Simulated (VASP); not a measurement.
# I (P6_3/mmc) in VASP: notebook, part 2 of 2

VASP 6.6.1.

### 3 Single point, PBE (volume scaled by 0.7)

INCAR

```
SYSTEM = I
PREC = Accurate ; ENCUT = 520
EDIFF = 1E-6 ; ISMEAR = -1
SIGMA = 0.08 ; LREAL = .False.
LASPH = .True. ; NELM = 100
ALGO = Normal ; ISIF = 2
LWAVE = .False. ; LCHARG = .True.
GGA = PE ; LELF = .True.
LVHAR = .True. ; NBANDS = 14
```

KPOINTS

```
Automatic mesh
0
Gamma
  12 12 7
  0 0 0
```

POSCAR

```
I
1.0
    3.5661611187      0.0000000000      0.0000000000
   -1.7830805593      3.0883861228      0.0000000000
    0.0000000000      0.0000000000      4.9219372801
I
2
Direct
    0.3333333333      0.6666666667      0.2500000000
    0.6666666667      0.3333333333      0.7500000000
```

Potentials or basis: VASP PAW PBE potentials, release 64 (I).

Launch:

```sh
cat potpaw_PBE.64/I/POTCAR > POTCAR
mpirun -np 1 vasp_std > vasp.out
```

OUTCAR:

```text
SYSTEM = I
   PREC = Accurate
   ENCUT = 520
   EDIFF = 1E-6
   ISMEAR = -1
   LREAL = .False.
   LASPH = .True.
   NELM = 100
   ISIF = 2
   GGA = PE

 ion  position               nearest neighbor table
   1  0.333  0.667  0.250-   2 3.21   2 3.21   2 3.21   2 3.21   2 3.21   2 3.21
   2  0.667  0.333  0.750-   1 3.21   1 3.21   1 3.21   1 3.21   1 3.21   1 3.21

  LATTYP: Found a hexagonal cell.
 ALAT       =     3.5661611187
 C/A-ratio  =     1.3801780448

  Lattice vectors:

 A1 = (   3.5661611187,   0.0000000000,   0.0000000000)
 A2 = (  -1.7830805593,   3.0883861228,   0.0000000000)
 A3 = (   0.0000000000,   0.0000000000,   4.9219372801)

Analysis of symmetry for initial positions (statically):
=====================================================================
 Subroutine PRICEL returns:
 Original cell was already a primitive cell.

 Routine SETGRP: Setting up the symmetry group for a
 hexagonal supercell.

 Subroutine GETGRP returns: Found 24 space group operations
 (whereof 12 operations were pure point group operations)
 out of a pool of 24 trial point group operations.

The static configuration has the point symmetry D_3d.
 The point group associated with its full space group is D_6h.

Analysis of symmetry for dynamics (positions and initial velocities):
=====================================================================
 Subroutine PRICEL returns:
 Original cell was already a primitive cell.

 Routine SETGRP: Setting up the symmetry group for a
 hexagonal supercell.

 Subroutine GETGRP returns: Found 24 space group operations
 (whereof 12 operations were pure point group operations)
 out of a pool of 24 trial point group operations.

The dynamic configuration has the point symmetry D_3d.
 The point group associated with its full space group is D_6h.

 Subroutine INISYM returns: Found 24 space group operations
 (whereof 12 operations are pure point group operations),
[... 118 lines left out ...]
  Fermi-wavevector in a.u.,A,eV,Ry     =   1.042545  1.970124 14.788161  1.086899
  Thomas-Fermi vector in A             =   2.177214
   LORBIT       =      0    0 simple, 1 ext, 2 COOP (PROOUT), +10 PAW based schemes
   GGA     = PE    functional components
   LHFCALC =     F    Hartree Fock is set to
   AEXX    =    0.0000 exact exchange contribution
   IVDW    =     0    specifies the selected vdW correction
   LEPSILON=     F    determine dielectric tensor
   LRPA    =     F    only Hartree local field effects (RPA)
 non-spin polarized calculation
  energy-cutoff  :      520.00
  volume of cell :       54.21
 maximum number of plane-waves:      1483
 NGX is ok and might be reduce to    28
   NGX = 13   NGY = 13   NGZ = 19

 number of electron      13.9999999 magnetization

 Free energy of the ion-electron system (eV)
  ---------------------------------------------------
  ext. energy  EPLUGINS =         0.00000000
  ---------------------------------------------------
  free energy    TOTEN  =        -1.58883558 eV

  energy without entropy =       -1.54569040  energy(sigma->0) =       -1.56726299

 E-fermi :   8.4318     XC(G=0): -10.2815

 val. band max:        8.4229813099   @ k =   0.1667   0.1667   0.0000
 cond. band min:       8.4400907049   @ k =   0.3333   0.0833   0.1429
 fundamental gap:      0.0171093950
 Fermi energy:         8.4318119691

 k-point     1 :       0.0000    0.0000    0.0000
  band No.  band energies     occupation
      1      -7.3431      2.00000
      2      -3.6135      2.00000
      3       1.6571      2.00000
      4       7.2176      2.00000
      5       7.2176      2.00000
      6       9.0929      0.00052
      7       9.0929      0.00052
      8      10.8080      0.00000
      9      12.8968      0.00000
     10      15.7254      0.00000
     11      16.7836      0.00000
     12      16.7836      0.00000
     13      18.4421      0.00000
     14      18.4422      0.00000
[... 377 lines left out ...]
      1      -5.9892      2.00000
      2      -3.7217      2.00000
      3       2.5558      2.00000
      4       4.3294      2.00000
      5       5.2070      2.00000
      6       5.7855      2.00000
      7       8.3271      1.57471
      8       8.7792      0.02568
      9      12.5061      0.00000
     10      14.7621      0.00000
     11      16.9025      0.00000
     12      17.5053      0.00000
     13      19.0079      0.00000
     14      19.6396      0.00000

 [... further k-points ...]
[... 5 lines left out ...]
  --------------------------------------------------------------------------------------
  -------------------------------------------------------------------------------------
  Total        4.9425300      4.9425300      5.0024934      0.0000000      0.0000000      0.0000000
  in kB      146.0801698    146.0801698    147.8524326      0.0000000      0.0000000      0.0000000
  external PRESSURE =     146.6709241 kB  Pullay stress =       0.0000000 kB

 VOLUME and BASIS-vectors are now :
 -----------------------------------------------------------------------------
  energy-cutoff  :      520.00
  volume of cell :       54.21
      direct lattice vectors                 reciprocal lattice vectors
     3.566161119  0.000000000  0.000000000     0.280413578  0.161896855  0.000000000
    -1.783080559  3.088386123  0.000000000     0.000000000  0.323793710  0.000000000
     0.000000000  0.000000000  4.921937280     0.000000000  0.000000000  0.203172032

 POSITION                                       TOTAL-FORCE (eV/Angst)
 -----------------------------------------------------------------------------------
     -0.00000      2.05892      1.23048         0.000000     -0.000000      0.000000
      1.78308      1.02946      3.69145        -0.000000      0.000000      0.000000
 -----------------------------------------------------------------------------------
    total drift:                               -0.000000      0.000000      0.000000

  FREE ENERGIE OF THE ION-ELECTRON SYSTEM (eV)
  ---------------------------------------------------
  free  energy   TOTEN  =        -1.5888355815 eV

  energy  without entropy=       -1.5456904011  energy(sigma->0) =       -1.56726299
```

It took 29 s on 1 thread of Intel Xeon 6975P-C (Granite Rapids), shared host; peak memory 0.2 GiB.

Results:

```yaml
Free_energy: -1.5888 eV
Pressure: 14.7 GPa
Band_gap_on_the_k_mesh: zero (band 7 reaches 9.24 eV, above the bottom of band 8 at 6.58 eV)
```

Levels at points of the mesh, in eV from the Fermi level:
```
           k point  band 5  band 6  band 7  band 8  band 9  band 10
(0.00, 0.00, 0.00)   -1.21    0.66    0.66    2.38    4.46     7.29
(0.50, 0.00, 0.00)   -3.75   -3.10   -2.05    0.47    3.29     6.61
```

Caveat: the cell differs from its parent crystal (volume scaled by 0.7); spin-orbit coupling is left out, which moves the levels of the heavy elements.

### 4 Single point, PBE

This run uses another cell than the first one, of 30.98 Å³/atom, 1.143 times its volume.

INCAR

```
SYSTEM = I
  PREC = Accurate
  ENCUT = 520
  EDIFF = 1E-6
  ISMEAR = -1
  SIGMA = 0.08
  LREAL = .False.
  LASPH = .True.
  NELM = 100
  ALGO = Normal
  ISIF = 2
  LWAVE = .False.
  LCHARG = .False.
  GGA = PE
  NBANDS = 14
```

KPOINTS is that of step 3.

POSCAR

```
I
1.0
    3.8087177912      0.0000000000      0.0000000000
   -1.9043588956      3.2984463630      0.0000000000
    0.0000000000      0.0000000000      4.9314241120
I
2
Direct
    0.3333333333      0.6666666667      0.2500000000
    0.6666666667      0.3333333333      0.7500000000
```

Launch:

```sh
cat potpaw_PBE.64/I/POTCAR > POTCAR
mpirun -np 1 vasp_std > vasp.out
```

Run time: 25 s. Hardware: 1 thread of Intel Xeon 6975P-C (Granite Rapids), shared host; peak memory 0.2 GiB.

Results (log left out):

- Free energy: -2.0783 eV
- Pressure: 6.5 GPa
- Band gap on the k mesh: zero (band 7 reaches 7.35 eV, above the bottom of band 8 at 5.05 eV)

Levels at points of the mesh, in eV from the Fermi level:
| k point | band 3 | band 4 | band 5 | band 6 | band 7 | band 8 | band 9 | band 10 | band 11 | band 12 |
| --- | --- | --- | --- | --- | --- | --- | --- | --- | --- | --- |
| (0.00, 0.00, 0.00) | -5.63 | -1.55 | -1.55 | 0.26 | 0.26 | 1.84 | 4.31 | 6.66 | 8.22 | 8.22 |
| (0.50, 0.00, 0.00) | -4.71 | -3.61 | -2.98 | -2.82 | -1.68 | 0.37 | 3.75 | 6.92 | 7.70 | 7.85 |

Caveat: spin-orbit coupling is left out, which moves the levels of the heavy elements.
